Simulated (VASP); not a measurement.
Set up this calculation in VASP 6.6.1, as the native input.

```
Task                   : single point
Functional             : RPBE
Dispersion             : D3(BJ)
Potentials or basis    : VASP PAW PBE potentials, release 64 (Mn_pv, O)
Cutoff                 : 520 eV
k mesh                 : 10 × 10 × 10
Occupations            : fermi-dirac, width 0.1 eV
Spin                   : collinear spin, ferromagnetic start
Starting moments       : [4.0, 0.0] μB
Hubbard terms          : Mn d U = 2.0 eV
Dipole correction      : no
Further INCAR settings : ALGO = Normal; EDIFF = 1e-06; NBANDS = 20
```

The structure of MnO lies in POSCAR:

```
MnO
1.0
    3.1864678134      0.0000000000      0.0000000000
    1.5932339067      2.7595620747      0.0000000000
    1.5932339067      0.9198540249      2.6017400749
Mn O
1 1
Direct
    0.0000000000      0.0000000000      0.0000000000
    0.5000000000      0.5000000000      0.5000000000
```

This cell differs from its parent crystal: volume scaled by 1.04.

The input as run:

INCAR

```
SYSTEM = MnO
PREC = Accurate
ENCUT = 520
EDIFF = 1E-6
ISMEAR = -1
SIGMA = 0.1
LREAL = .False.
LASPH = .True.
NELM = 150
ALGO = Normal
ISIF = 2
LWAVE = .False.
LCHARG = .False.
ISPIN = 2
MAGMOM = 4 0
LORBIT = 11
LMAXMIX = 4
LDAU = .True.
LDAUTYPE = 2
LDAUL = 2 -1
LDAUU = 2 0
LDAUJ = 0 0
LDAUPRINT = 1
GGA = RP
IVDW = 12
NBANDS = 20
```

KPOINTS

```
regular mesh
0
Gamma
  10 10 10
  0 0 0
```

Potentials or basis: VASP PAW PBE potentials, release 64 (Mn_pv, O).

Launch:

```bash
$ cat potpaw_PBE.64/Mn_pv/POTCAR potpaw_PBE.64/O/POTCAR > POTCAR
$ mpirun -np 1 vasp_std > vasp.out
```

It gave:

| Item | Value |
| --- | --- |
| Pressure | -19.7 GPa |
| Band gap on the k mesh | zero (filled and empty bands overlap) |
| Net moment | 5.00 μB per cell |
| Site moments | Mn +4.58; O +0.17 μB |
| Valence electrons inside the program's atomic spheres | Mn 11.30; O 5.00 |
| Dispersion energy per atom | -1.352 eV |

Caveat: the PAW data sets were made with another functional, which shifts forces and pressure a little; a cell with one magnetic atom can't hold antiferromagnetic order, which such compounds often take; pairwise dispersion overbinds metals, which lowers pressure and volume.

It took 28 s on 1 thread of Intel Xeon 6975P-C (shared host), peak memory 0.18 GiB.
